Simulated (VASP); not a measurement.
# Hf3OF3 (Pm-3m) in VASP: a series of runs

Hf3OF3 is run at these levels: PBE; tasks: single point, relaxation of cell and atoms.

All numbers are computed with VASP 6.6.1; they aren't measurements. Logs are shortened: lines on timing, memory, paths and dates and some standing lists are left out, and cuts for length are marked.

### 1 The cell of the first run

Symmetry: Pm-3m, No. 221, cubic system. The conventional cell has a = 4.646 Å, b = 4.646 Å, c = 4.646 Å, α = 90.00°, β = 90.00°, γ = 90.00°. Hf (site symmetry 4/mmm) has 2 O at 2.32 Å and 4 F at 2.32 Å within 3.1 Å. O (site symmetry m-3m) has 6 Hf at 2.32 Å within 3.1 Å. Within 3.1 Å of F (site symmetry 4/mmm) lie 4 Hf at 2.32 Å.

### 2 Single point, PBE

The input, INCAR:

```
PREC = Accurate ; ENCUT = 520
EDIFF = 1E-6 ; ISMEAR = 0
SIGMA = 0.1 ; LREAL = False
LASPH = True ; NELM = 80
ALGO = Normal ; ISIF = 2
LWAVE = False ; LCHARG = True
GGA = PE ; LELF = True
LVHAR = True ; NBANDS = 38
```

The input, KPOINTS:

```
Automatic mesh
0
Gamma
  8 8 8
```

The input, POSCAR:

```
Hf3OF3
1.0
    4.6456164613      0.0000000000      0.0000000000
    0.0000000000      4.6456164613      0.0000000000
    0.0000000000      0.0000000000      4.6456164613
Hf O F
3 1 3
Direct
    0.5000000000      0.0000000000      0.0000000000
    0.0000000000      0.5000000000      0.0000000000
    0.0000000000      0.0000000000      0.5000000000
    0.0000000000      0.0000000000      0.0000000000
    0.0000000000      0.5000000000      0.5000000000
    0.5000000000      0.0000000000      0.5000000000
    0.5000000000      0.5000000000      0.0000000000
```

Potentials or basis: VASP PAW PBE potentials, release 64 (Hf_pv, O, F).

The run is started by

```console
> cat potpaw_PBE.64/Hf_pv/POTCAR potpaw_PBE.64/O/POTCAR potpaw_PBE.64/F/POTCAR > POTCAR
> mpirun -np 1 vasp_std > vasp.out
```

OUTCAR:

```text
PREC = Accurate
   ENCUT = 520
   EDIFF = 1E-6
   ISMEAR = 0
   LREAL = False
   LASPH = True
   NELM = 80
   ISIF = 2
   GGA = PE

 ion  position               nearest neighbor table
   1  0.500  0.000  0.000-   4 2.32   6 2.32   7 2.32   6 2.32   7 2.32   4 2.32   3 3.28   2 3.28
                             2 3.28   2 3.28   3 3.28   3 3.28   3 3.28   2 3.28
   2  0.000  0.500  0.000-   4 2.32   5 2.32   7 2.32   5 2.32   4 2.32   7 2.32   3 3.28   1 3.28
                             3 3.28   1 3.28   3 3.28   1 3.28   3 3.28   1 3.28
   3  0.000  0.000  0.500-   4 2.32   5 2.32   6 2.32   4 2.32   5 2.32   6 2.32   2 3.28   2 3.28
                             2 3.28   1 3.28   2 3.28   1 3.28   1 3.28   1 3.28
   4  0.000  0.000  0.000-   1 2.32   2 2.32   3 2.32   3 2.32   2 2.32   1 2.32
   5  0.000  0.500  0.500-   2 2.32   3 2.32   2 2.32   3 2.32
   6  0.500  0.000  0.500-   1 2.32   3 2.32   1 2.32   3 2.32
   7  0.500  0.500  0.000-   1 2.32   2 2.32   1 2.32   2 2.32

  LATTYP: Found a simple cubic cell.
 ALAT       =     4.6456164613

  Lattice vectors:

 A1 = (   4.6456164613,   0.0000000000,   0.0000000000)
 A2 = (   0.0000000000,   4.6456164613,   0.0000000000)
 A3 = (   0.0000000000,   0.0000000000,   4.6456164613)

Analysis of symmetry for initial positions (statically):
=====================================================================
 Subroutine PRICEL returns:
 Original cell was already a primitive cell.

 Routine SETGRP: Setting up the symmetry group for a
 simple cubic supercell.

 Subroutine GETGRP returns: Found 48 space group operations
 (whereof 48 operations were pure point group operations)
 out of a pool of 48 trial point group operations.

The static configuration has the point symmetry O_h .

Analysis of symmetry for dynamics (positions and initial velocities):
=====================================================================
 Subroutine PRICEL returns:
 Original cell was already a primitive cell.

 Routine SETGRP: Setting up the symmetry group for a
 simple cubic supercell.

 Subroutine GETGRP returns: Found 48 space group operations
 (whereof 48 operations were pure point group operations)
 out of a pool of 48 trial point group operations.

The dynamic configuration has the point symmetry O_h .

 Subroutine INISYM returns: Found 48 space group operations
 (whereof 48 operations are pure point group operations),
 and found     1 'primitive' translations

----------------------------------------------------------------------------------------

                                     Primitive cell

  volume of cell :     100.2605

  direct lattice vectors                    reciprocal lattice vectors
     4.645616461  0.000000000  0.000000000     0.215256685  0.000000000  0.000000000
     0.000000000  4.645616461  0.000000000     0.000000000  0.215256685  0.000000000
     0.000000000  0.000000000  4.645616461     0.000000000  0.000000000  0.215256685

  length of vectors
     4.645616461  4.645616461  4.645616461     0.215256685  0.215256685  0.215256685

  position of ions in fractional coordinates (direct lattice)
     0.500000000  0.000000000  0.000000000
     0.000000000  0.500000000  0.000000000
     0.000000000  0.000000000  0.500000000
     0.000000000  0.000000000  0.000000000
     0.000000000  0.500000000  0.500000000
     0.500000000  0.000000000  0.500000000
     0.500000000  0.500000000  0.000000000

  ion indices of the primitive-cell ions
   primitive index   ion index
                 1           1
                 2           2
                 3           3
                 4           4
                 5           5
                 6           6
                 7           7

----------------------------------------------------------------------------------------

 KPOINTS: Automatic mesh

Automatic generation of k-mesh.
 Grid dimensions read from file:
 generate k-points for:    8    8    8

 Generating k-lattice:

  Cartesian coordinates                     Fractional coordinates (reciprocal lattice)
     0.026907086  0.000000000  0.000000000     0.125000000  0.000000000  0.000000000
     0.000000000  0.026907086  0.000000000     0.000000000  0.125000000  0.000000000
     0.000000000  0.000000000  0.026907086     0.000000000  0.000000000  0.125000000

  Length of vectors
     0.026907086  0.026907086  0.026907086

  Shift w.r.t. Gamma in fractional coordinates (k-lattice)
     0.000000000  0.000000000  0.000000000

 Subroutine IBZKPT returns following result:
 ===========================================

 Found     35 irreducible k-points:

 Following reciprocal coordinates:
            Coordinates               Weight
  0.000000  0.000000  0.000000      1.000000
  0.125000  0.000000  0.000000      6.000000
  0.250000  0.000000  0.000000      6.000000
  0.375000  0.000000  0.000000      6.000000
  0.500000  0.000000  0.000000      3.000000
  0.125000  0.125000  0.000000     12.000000
[... 16 lines left out ...]
  0.375000  0.375000  0.125000     24.000000
  0.500000  0.375000  0.125000     24.000000
 [... further k-points ...]
   k-points           NKPTS =     35   k-points in BZ     NKDIM =     35   number of bands    NBANDS=     38
   number of dos      NEDOS =    301   number of ions     NIONS =      7
   total plane-waves  NPLWV =  46656
   dimension x,y,z NGX =    36 NGY =   36 NGZ =   36
   dimension x,y,z NGXF=    72 NGYF=   72 NGZF=   72
   ions per type =               3   1   3
   NGX,Y,Z   is equivalent  to a cutoff of  12.88, 12.88, 12.88 a.u.
   NGXF,Y,Z  is equivalent  to a cutoff of  25.77, 25.77, 25.77 a.u.
 SYSTEM =  unknown system
   PREC   = accura    normal or accurate (medium, high low for compatibility)
   ISTART =      0    job   : 0-new  1-cont  2-samecut
   ICHARG =      2    charge: 1-file 2-atom 10-const
   ISPIN  =      1    spin polarized calculation?
   LNONCOLLINEAR =      F non collinear calculations
   LSORBIT =      F    spin-orbit coupling
   LASPH  =      T    aspherical Exc in radial PAW
   ENCUT  =  520.0 eV  38.22 Ry    6.18 a.u.   8.64  8.64  8.64*2*pi/ulx,y,z
   NELM   =     80;   NELMIN=  2; NELMDL= -5     # of ELM steps
   EDIFF  = 0.1E-05   stopping-criterion for ELM
   LREAL  =      F    real-space projection
   EDIFFG = 0.1E-04   stopping-criterion for IOM
   NSW    =      0    number of steps for IOM
   IBRION =     -1    ionic relax: 0-MD 1-quasi-New 2-CG
   NFREE  =      0    steps in history (QN), initial steepest desc. (CG)
   ISIF   =      2    stress and relaxation
   ISYM   =      2    0-nonsym 1-usesym 2-fastsym
   POTIM  = 0.5000    time-step for ionic-motion
   TEBEG  =    0.0;   TEEND  =   0.0 temperature during run
   PSTRESS=    0.0 pullay stress
   NELECT =      57.0000    total number of electrons
   NUPDOWN=      -1.0000    fix difference up-down
   EMIN   =  10.00;   EMAX   =-10.00  energy-range for DOS
   EFERMI =   0.00;   METHOD = LEGACY
   ISMEAR =     0;   SIGMA  =   0.10  broadening in eV -4-tet -1-fermi 0-gaus
   EFERMI_NEDOS =   21; number of points for ismear=-14 and -15
   IALGO  =     38    algorithm
   IMIX   =      4    mixing-type and parameters
     AMIX     =   0.40;   BMIX     =  1.00
     AMIX_MAG =   1.60;   BMIX_MAG =  1.00
  volume/ion in A,a.u.               =      14.32        96.66
  Fermi-wavevector in a.u.,A,eV,Ry     =   1.356198  2.562843 25.024828  1.839273
  Thomas-Fermi vector in A             =   2.483221
   LORBIT       =      0    0 simple, 1 ext, 2 COOP (PROOUT), +10 PAW based schemes
   GGA     = PE    functional components
   LHFCALC =     F    Hartree Fock is set to
   AEXX    =    0.0000 exact exchange contribution
   IVDW    =     0    specifies the selected vdW correction
   LEPSILON=     F    determine dielectric tensor
   LRPA    =     F    only Hartree local field effects (RPA)
 non-spin polarized calculation
 Gauss-broadening in eV      SIGMA  =   0.10
  energy-cutoff  :      520.00
  volume of cell :      100.26
 maximum number of plane-waves:      2730
 NGX is ok and might be reduce to    36
   NGX = 17   NGY = 17   NGZ = 17

 number of electron      57.0000032 magnetization

 Free energy of the ion-electron system (eV)
  ---------------------------------------------------
  ext. energy  EPLUGINS =         0.00000000
  ---------------------------------------------------
  free energy    TOTEN  =       -52.35843415 eV

  energy without entropy =      -52.32952620  energy(sigma->0) =      -52.34398017

 E-fermi :   6.2728     XC(G=0): -10.9342

 val. band max:        6.2397580579   @ k =   0.3750   0.2500   0.2500
 cond. band min:       6.2806209631   @ k =   0.5000   0.1250   0.0000
 fundamental gap:      0.0408629052
 Fermi energy:         6.2728478425

 k-point     1 :       0.0000    0.0000    0.0000
  band No.  band energies     occupation
      1     -26.4412      2.00000
      2     -26.4412      2.00000
      3     -26.4412      2.00000
      4     -26.2618      2.00000
      5     -26.2618      2.00000
      6     -26.2618      2.00000
[... 30 lines left out ...]
     37       8.5735      0.00000
     38       9.3201      0.00000

 k-point     2 :       0.1250    0.0000    0.0000
  band No.  band energies     occupation
      1     -26.4425      2.00000
      2     -26.4330      2.00000
      3     -26.4330      2.00000
      4     -26.2782      2.00000
      5     -26.2642      2.00000
      6     -26.2642      2.00000
[... 30 lines left out ...]
     37       8.6925      0.00000
     38       9.3992      0.00000

 k-point     3 :       0.2500    0.0000    0.0000
  band No.  band energies     occupation
      1     -26.4439      2.00000
      2     -26.4108      2.00000
      3     -26.4108      2.00000
      4     -26.3170      2.00000
      5     -26.2720      2.00000
      6     -26.2720      2.00000
[... 30 lines left out ...]
     37       8.9351      0.00000
[... 781 lines left out ...]
 k-point    23 :       0.3750    0.3750    0.1250
  band No.  band energies     occupation
      1     -26.6251      2.00000
      2     -26.4826      2.00000
      3     -26.4594      2.00000
      4     -26.3566      2.00000
      5     -26.2602      2.00000
      6     -26.2369      2.00000
[... 30 lines left out ...]
     37       8.5998      0.00000
     38       9.3058      0.00000

 k-point    24 :       0.5000    0.3750    0.1250
  band No.  band energies     occupation
      1     -26.6483      2.00000
      2     -26.4756      2.00000
      3     -26.4752      2.00000
      4     -26.3842      2.00000
      5     -26.2492      2.00000
      6     -26.2341      2.00000
[... 30 lines left out ...]
     37       8.5289      0.00000
     38       9.7928      0.00000

 [... further k-points ...]
[... 5 lines left out ...]
  --------------------------------------------------------------------------------------
  -------------------------------------------------------------------------------------
  Total       -1.3296371     -1.3296371     -1.3296371      0.0000000      0.0000000     -0.0000000
  in kB      -21.2477849    -21.2477849    -21.2477849      0.0000000      0.0000000     -0.0000000
  external PRESSURE =     -21.2477849 kB  Pullay stress =       0.0000000 kB

 VOLUME and BASIS-vectors are now :
 -----------------------------------------------------------------------------
  energy-cutoff  :      520.00
  volume of cell :      100.26
      direct lattice vectors                 reciprocal lattice vectors
     4.645616461  0.000000000  0.000000000     0.215256685  0.000000000  0.000000000
     0.000000000  4.645616461  0.000000000     0.000000000  0.215256685  0.000000000
     0.000000000  0.000000000  4.645616461     0.000000000  0.000000000  0.215256685

 POSITION                                       TOTAL-FORCE (eV/Angst)
 -----------------------------------------------------------------------------------
      2.32281      0.00000      0.00000         0.000000      0.000000      0.000000
      0.00000      2.32281      0.00000         0.000000      0.000000      0.000000
      0.00000      0.00000      2.32281         0.000000      0.000000      0.000000
      0.00000      0.00000      0.00000         0.000000      0.000000      0.000000
      0.00000      2.32281      2.32281         0.000000      0.000000      0.000000
      2.32281      0.00000      2.32281         0.000000      0.000000      0.000000
      2.32281      2.32281      0.00000         0.000000      0.000000      0.000000
 -----------------------------------------------------------------------------------
    total drift:                                0.000000      0.000000      0.000000

  FREE ENERGIE OF THE ION-ELECTRON SYSTEM (eV)
  ---------------------------------------------------
  free  energy   TOTEN  =       -52.3584341470 eV

  energy  without entropy=      -52.3295261982  energy(sigma->0) =      -52.34398017
```

It took 3 min on 1 thread of AMD EPYC 7R43 (Zen 3), shared host; peak memory 0.23 GiB.

Results:

```
Free energy : -52.3584 eV
Pressure    : -2.1 GPa
```

Levels at points of the mesh, in eV from the Fermi level:
```
           k point  band 27  band 28  band 29  band 30  band 31  band 32
(0.00, 0.00, 0.00)    -2.99    -2.99    -2.92     0.72     0.72     0.83
(0.50, 0.00, 0.00)    -1.03    -0.69    -0.69    -0.13    -0.04     0.50
(0.50, 0.50, 0.00)     0.01     0.01     0.06     0.33     0.33     0.56
(0.50, 0.50, 0.50)     0.52     0.52     0.52     1.75     1.75     1.75
```

Caveat: spin-orbit coupling is left out, which moves the levels of the heavy elements; an odd number of electrons without spin polarisation forces a metal; a magnetic or distorted state may lie lower.

[end of part 1 of 2]
